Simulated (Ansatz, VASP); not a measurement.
Given: the input of a run of Ansatz 0.2.0 on Ta.

input.yaml

```yaml
crystal:
  lattice:
    - [3.30256, 0.0, 0.0]
    - [0.0, 3.30256, 0.0]
    - [0.0, 0.0, 24.90768]
  atoms:
    - { symbol: Ta, position: [0.5, 0.5, 0.3011119462] }
    - { symbol: Ta, position: [0.0, 0.0, 0.3674079641] }
    - { symbol: Ta, position: [0.5, 0.5, 0.4337039821] }
    - { symbol: Ta, position: [0.0, 0.0, 0.5] }
    - { symbol: Ta, position: [0.5, 0.5, 0.5662960179] }
    - { symbol: Ta, position: [0.0, 0.0, 0.6325920359] }
    - { symbol: Ta, position: [0.5, 0.5, 0.6988880538] }
hamiltonian:
  xc: pbe
  pseudopotentials: { kind: paw }
kpoints:
  mp_grid: { grid: [8, 8, 1] }
scf:
  occupations: { method: fermi_dirac, width: 0.05 }
output:
  forces: true
  eigenvalues: true
efield:
  axis: 3
  dipole_correction: true
  ramp_width: 0.04
```

Potentials or basis: Ansatz PAW.

Run with:

```sh
$ ansatz run input.yaml --threads 4 --pin off --max-ram 11264MiB --backend cpu --events-out ev --progress --plain --runs-dir out
```

Translate it to VASP 6.6.1. Potentials there: VASP PAW PBE potentials, release 64 (Ta_pv).

As run (the cutoff follows the program's own potentials):

The input INCAR:

```
SYSTEM = Ta
PREC = Accurate ; ENCUT = 520
EDIFF = 1E-7 ; ISMEAR = -1
SIGMA = 0.05 ; LREAL = .False.
LASPH = .True. ; NELM = 100
ALGO = Normal ; ISIF = 2
LWAVE = .False. ; LCHARG = .False.
LDIPOL = .True. ; IDIPOL = 3
DIPOL = 0.5 0.5 0.500 ; GGA = PE
NBANDS = 48
```

File KPOINTS:

```
regular mesh
0
Gamma
  8 8 1
  0 0 0
```

Contents of POSCAR:

```
Ta
1.0
    3.3025600000      0.0000000000      0.0000000000
    0.0000000000      3.3025600000      0.0000000000
    0.0000000000      0.0000000000     24.9076800000
Ta
7
Direct
    0.5000000000      0.5000000000      0.3011119462
    0.0000000000      0.0000000000      0.3674079641
    0.5000000000      0.5000000000      0.4337039821
    0.0000000000      0.0000000000      0.5000000000
    0.5000000000      0.5000000000      0.5662960179
    0.0000000000      0.0000000000      0.6325920359
    0.5000000000      0.5000000000      0.6988880538
```

Potentials or basis: VASP PAW PBE potentials, release 64 (Ta_pv).

Run with:

```console
$ cat potpaw_PBE.64/Ta_pv/POTCAR > POTCAR
$ mpirun -np 1 vasp_std > vasp.out
```

Both were run:

|  | VASP | Ansatz | Ansatz less VASP |
| --- | --- | --- | --- |
| gap on the k mesh at the Fermi level (eV) | none | none | - |
| rms of the force components (eV/Å) | 0.499 | 0.497 | -0.0020 |

Atom by atom the forces differ by 0.003 eV/Å (rms over components). A gap of «none» marks a metal or a gap that the smearing closes. VASP's potentials hold 77 valence electrons a cell and Ansatz's 91, so a difference there can come from the potentials and not from the codes.

Neither program's run includes spin-orbit coupling.
